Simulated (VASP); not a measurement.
# InGaAs2 (P-4m2) in VASP: notebook, part 2 of 4

VASP 6.6.1. The steps go on from the part before.

**3. Single point, LDA**

This run uses another cell than the first one, of 24.62 Å³/atom.

INCAR reads:

```
PREC = Accurate
ENCUT = 520
EDIFF = 1E-6
ISMEAR = -1
SIGMA = 0.02
LREAL = False
LASPH = True
NELM = 80
ALGO = Normal
ISIF = 2
LWAVE = False
LCHARG = True
LELF = True
LVHAR = True
NBANDS = 26
```

KPOINTS reads:

```
Automatic mesh
0
Gamma
  6 6 4
```

POSCAR reads:

```
InGaAs2
1.0
    4.1083992973      0.0000000000      0.0000000000
    0.0000000000      4.1083992973      0.0000000000
    0.0000000000      0.0000000000      5.8335437602
In Ga As
1 1 2
Direct
    0.0000000000      0.0000000000      0.5000000000
    0.5000000000      0.5000000000      0.0000000000
    0.5000000000      0.0000000000      0.7699693623
    0.0000000000      0.5000000000      0.2300306377
```

Potentials or basis: VASP PAW LDA potentials, release 64 (In_d, Ga_d, As).

Started as:

```
$ cat potpaw_LDA.64/In_d/POTCAR potpaw_LDA.64/Ga_d/POTCAR potpaw_LDA.64/As/POTCAR > POTCAR
$ mpirun -np 1 vasp_std > vasp.out
```

OUTCAR:

```text
PREC = Accurate
   ENCUT = 520
   EDIFF = 1E-6
   ISMEAR = -1
   LREAL = False
   LASPH = True
   NELM = 80
   ISIF = 2

 ion  position               nearest neighbor table
   1  0.000  0.000  0.500-   3 2.59   4 2.59   4 2.59   3 2.59
   2  0.500  0.500  0.000-   3 2.45   4 2.45   3 2.45   4 2.45
   3  0.500  0.000  0.770-   2 2.45   2 2.45   1 2.59   1 2.59
   4  0.000  0.500  0.230-   2 2.45   2 2.45   1 2.59   1 2.59

  LATTYP: Found a simple tetragonal cell.
 ALAT       =     4.1083992973
 C/A-ratio  =     1.4199067174

  Lattice vectors:

 A1 = (   4.1083992973,   0.0000000000,   0.0000000000)
 A2 = (   0.0000000000,   4.1083992973,   0.0000000000)
 A3 = (   0.0000000000,   0.0000000000,   5.8335437602)

Analysis of symmetry for initial positions (statically):
=====================================================================
 Subroutine PRICEL returns:
 Original cell was already a primitive cell.

 Routine SETGRP: Setting up the symmetry group for a
 simple tetragonal supercell.

 Subroutine GETGRP returns: Found  8 space group operations
 (whereof  8 operations were pure point group operations)
 out of a pool of 16 trial point group operations.

The static configuration has the point symmetry D_2d.

Analysis of symmetry for dynamics (positions and initial velocities):
=====================================================================
 Subroutine PRICEL returns:
 Original cell was already a primitive cell.

 Routine SETGRP: Setting up the symmetry group for a
 simple tetragonal supercell.

 Subroutine GETGRP returns: Found  8 space group operations
 (whereof  8 operations were pure point group operations)
 out of a pool of 16 trial point group operations.

The dynamic configuration has the point symmetry D_2d.

 Subroutine INISYM returns: Found  8 space group operations
 (whereof  8 operations are pure point group operations),
 and found     1 'primitive' translations

----------------------------------------------------------------------------------------

                                     Primitive cell

  volume of cell :      98.4641

  direct lattice vectors                    reciprocal lattice vectors
     4.108399297  0.000000000  0.000000000     0.243403800  0.000000000  0.000000000
     0.000000000  4.108399297  0.000000000     0.000000000  0.243403800  0.000000000
     0.000000000  0.000000000  5.833543760     0.000000000  0.000000000  0.171422388

  length of vectors
     4.108399297  4.108399297  5.833543760     0.243403800  0.243403800  0.171422388

  position of ions in fractional coordinates (direct lattice)
     0.000000000  0.000000000  0.500000000
     0.500000000  0.500000000  0.000000000
     0.500000000  0.000000000  0.769969362
     0.000000000  0.500000000  0.230030638

  ion indices of the primitive-cell ions
   primitive index   ion index
                 1           1
                 2           2
                 3           3
                 4           4

----------------------------------------------------------------------------------------

 KPOINTS: Automatic mesh

Automatic generation of k-mesh.
 Grid dimensions read from file:
 generate k-points for:    6    6    4

 Generating k-lattice:

  Cartesian coordinates                     Fractional coordinates (reciprocal lattice)
     0.040567300  0.000000000  0.000000000     0.166666667  0.000000000  0.000000000
     0.000000000  0.040567300  0.000000000     0.000000000  0.166666667  0.000000000
     0.000000000  0.000000000  0.042855597     0.000000000  0.000000000  0.250000000

  Length of vectors
     0.040567300  0.040567300  0.042855597

  Shift w.r.t. Gamma in fractional coordinates (k-lattice)
     0.000000000  0.000000000  0.000000000

 Subroutine IBZKPT returns following result:
 ===========================================

 Found     30 irreducible k-points:

 Following reciprocal coordinates:
            Coordinates               Weight
  0.000000  0.000000  0.000000      1.000000
  0.166667  0.000000  0.000000      4.000000
  0.333333  0.000000  0.000000      4.000000
  0.500000  0.000000  0.000000      2.000000
  0.166667  0.166667  0.000000      4.000000
  0.333333  0.166667  0.000000      8.000000
[... 16 lines left out ...]
  0.333333  0.000000  0.500000      4.000000
  0.500000  0.000000  0.500000      2.000000
 [... further k-points ...]
   k-points           NKPTS =     30   k-points in BZ     NKDIM =     30   number of bands    NBANDS=     26
   number of dos      NEDOS =    301   number of ions     NIONS =      4
   total plane-waves  NPLWV =  49152
   dimension x,y,z NGX =    32 NGY =   32 NGZ =   48
   dimension x,y,z NGXF=    64 NGYF=   64 NGZF=   96
   ions per type =               1   1   2
   NGX,Y,Z   is equivalent  to a cutoff of  12.95, 12.95, 13.68 a.u.
   NGXF,Y,Z  is equivalent  to a cutoff of  25.90, 25.90, 27.36 a.u.
 SYSTEM =  unknown system
   PREC   = accura    normal or accurate (medium, high low for compatibility)
   ISTART =      0    job   : 0-new  1-cont  2-samecut
   ICHARG =      2    charge: 1-file 2-atom 10-const
   ISPIN  =      1    spin polarized calculation?
   LNONCOLLINEAR =      F non collinear calculations
   LSORBIT =      F    spin-orbit coupling
   LASPH  =      T    aspherical Exc in radial PAW
   ENCUT  =  520.0 eV  38.22 Ry    6.18 a.u.   7.64  7.64 10.85*2*pi/ulx,y,z
   NELM   =     80;   NELMIN=  2; NELMDL= -5     # of ELM steps
   EDIFF  = 0.1E-05   stopping-criterion for ELM
   LREAL  =      F    real-space projection
   EDIFFG = 0.1E-04   stopping-criterion for IOM
   NSW    =      0    number of steps for IOM
   IBRION =     -1    ionic relax: 0-MD 1-quasi-New 2-CG
   NFREE  =      0    steps in history (QN), initial steepest desc. (CG)
   ISIF   =      2    stress and relaxation
   ISYM   =      2    0-nonsym 1-usesym 2-fastsym
   POTIM  = 0.5000    time-step for ionic-motion
   TEBEG  =    0.0;   TEEND  =   0.0 temperature during run
   PSTRESS=    0.0 pullay stress
   NELECT =      36.0000    total number of electrons
   NUPDOWN=      -1.0000    fix difference up-down
   EMIN   =  10.00;   EMAX   =-10.00  energy-range for DOS
   EFERMI =   0.00;   METHOD = LEGACY
   ISMEAR =    -1;   SIGMA  =   0.02  broadening in eV -4-tet -1-fermi 0-gaus
   EFERMI_NEDOS =   21; number of points for ismear=-14 and -15
   IALGO  =     38    algorithm
   IMIX   =      4    mixing-type and parameters
     AMIX     =   0.40;   BMIX     =  1.00
     AMIX_MAG =   1.60;   BMIX_MAG =  1.00
  volume/ion in A,a.u.               =      24.62       166.12
  Fermi-wavevector in a.u.,A,eV,Ry     =   1.170621  2.212153 18.644800  1.370354
  Thomas-Fermi vector in A             =   2.307077
   LORBIT       =      0    0 simple, 1 ext, 2 COOP (PROOUT), +10 PAW based schemes
   GGA     = CA    functional components
   LHFCALC =     F    Hartree Fock is set to
   AEXX    =    0.0000 exact exchange contribution
   IVDW    =     0    specifies the selected vdW correction
   LEPSILON=     F    determine dielectric tensor
   LRPA    =     F    only Hartree local field effects (RPA)
 non-spin polarized calculation
  energy-cutoff  :      520.00
  volume of cell :       98.46
 maximum number of plane-waves:      2685
 NGX is ok and might be reduce to    32
   NGX = 15   NGY = 15   NGZ = 21

 number of electron      35.9999994 magnetization

 Free energy of the ion-electron system (eV)
  ---------------------------------------------------
  ext. energy  EPLUGINS =         0.00000000
  ---------------------------------------------------
  free energy    TOTEN  =       -18.57367959 eV

  energy without entropy =      -18.57325912  energy(sigma->0) =      -18.57346935

 E-fermi :   4.3485     XC(G=0):  -9.7328

 val. band max:        4.3477643969   @ k =   0.0000   0.0000   0.0000
 cond. band min:       4.8870376012   @ k =   0.5000   0.0000   0.5000
 fundamental gap:      0.5392732043
 Fermi energy:         4.3485429108

 k-point     1 :       0.0000    0.0000    0.0000
  band No.  band energies     occupation
      1     -10.7484      2.00000
      2     -10.6725      2.00000
      3     -10.6725      2.00000
      4     -10.6363      2.00000
      5     -10.6013      2.00000
      6     -10.1909      2.00000
[... 685 lines left out ...]
     25      11.2778      0.00000
     26      11.5998      0.00000

 [... further k-points ...]

------------------------ aborting loop because EDIFF is reached ----------------------------------------

  FORCE on cell =-STRESS in cart. coord.  units (eV):
  Direction    XX          YY          ZZ          XY          YZ          ZX
  --------------------------------------------------------------------------------------
  -------------------------------------------------------------------------------------
  Total        0.1292128      0.1292128      0.1420634      0.0000000      0.0000000      0.0000000
  in kB        2.1025115      2.1025115      2.3116131      0.0000000      0.0000000      0.0000000
  external PRESSURE =       2.1722120 kB  Pullay stress =       0.0000000 kB

 VOLUME and BASIS-vectors are now :
 -----------------------------------------------------------------------------
  energy-cutoff  :      520.00
  volume of cell :       98.46
      direct lattice vectors                 reciprocal lattice vectors
     4.108399297  0.000000000  0.000000000     0.243403800  0.000000000  0.000000000
     0.000000000  4.108399297  0.000000000     0.000000000  0.243403800  0.000000000
     0.000000000  0.000000000  5.833543760     0.000000000  0.000000000  0.171422388

 POSITION                                       TOTAL-FORCE (eV/Angst)
 -----------------------------------------------------------------------------------
      0.00000      0.00000      2.91677        -0.000000     -0.000000      0.000000
      2.05420      2.05420      0.00000         0.000000      0.000000      0.000000
      2.05420      0.00000      4.49165        -0.000000     -0.000000     -0.003266
      0.00000      2.05420      1.34189         0.000000     -0.000000      0.003266
 -----------------------------------------------------------------------------------
    total drift:                                0.000000     -0.000000     -0.000000

  FREE ENERGIE OF THE ION-ELECTRON SYSTEM (eV)
  ---------------------------------------------------
  free  energy   TOTEN  =       -18.5736795858 eV

  energy  without entropy=      -18.5732591184  energy(sigma->0) =      -18.57346935
```

OSZICAR:

```text
N       E                     dE             d eps       ncg     rms          rms(c)
DAV:   1     0.273782632022E+03    0.27378E+03   -0.16862E+04  1570   0.176E+03
DAV:   2     0.127951733709E+02   -0.26099E+03   -0.25175E+03  1624   0.408E+02
DAV:   3    -0.180004783606E+02   -0.30796E+02   -0.30433E+02  1968   0.135E+02
DAV:   4    -0.190994031117E+02   -0.10989E+01   -0.10958E+01  1822   0.265E+01
DAV:   5    -0.191325899982E+02   -0.33187E-01   -0.33166E-01  2210   0.456E+00    0.598E+00
DAV:   6    -0.186569391738E+02    0.47565E+00   -0.67934E-01  2200   0.119E+01    0.330E+00
DAV:   7    -0.185805781414E+02    0.76361E-01   -0.32672E-01  2404   0.371E+00    0.757E-01
DAV:   8    -0.185741931944E+02    0.63849E-02   -0.38084E-02  1992   0.228E+00    0.410E-01
DAV:   9    -0.185736204615E+02    0.57273E-03   -0.31919E-03  2132   0.704E-01    0.210E-01
DAV:  10    -0.185736884114E+02   -0.67950E-04   -0.44255E-04  2408   0.206E-01    0.974E-02
DAV:  11    -0.185736861449E+02    0.22666E-05   -0.19000E-04  2184   0.214E-01    0.661E-02
DAV:  12    -0.185736794122E+02    0.67327E-05   -0.20726E-05  2172   0.543E-02    0.817E-03
DAV:  13    -0.185736795858E+02   -0.17363E-06   -0.27483E-06  1550   0.910E-03
   1 F= -.18573680E+02 E0= -.18573469E+02  d E =-.420467E-03
```

Wall time 55 s (1 thread of Intel Xeon Platinum 8488C (Sapphire Rapids), shared host); peak memory 0.22 GiB.

Results:

- Free energy: -18.5737 eV
- Pressure: 0.2 GPa
- Largest force: 0.003 eV/Å
- Band gap on the k mesh: zero (filled and empty bands touch)

Forces in eV/Å, atoms in the order of the input:
```
In   0.000  0.000  0.000
Ga   0.000  0.000  0.000
As   0.000  0.000 -0.003
As   0.000  0.000  0.003
```

Caveat: semilocal functionals underestimate gaps, so a narrow gap can read as zero; spin-orbit coupling is left out, which moves the levels of the heavy elements.

(Continued in part 3 of 4.)
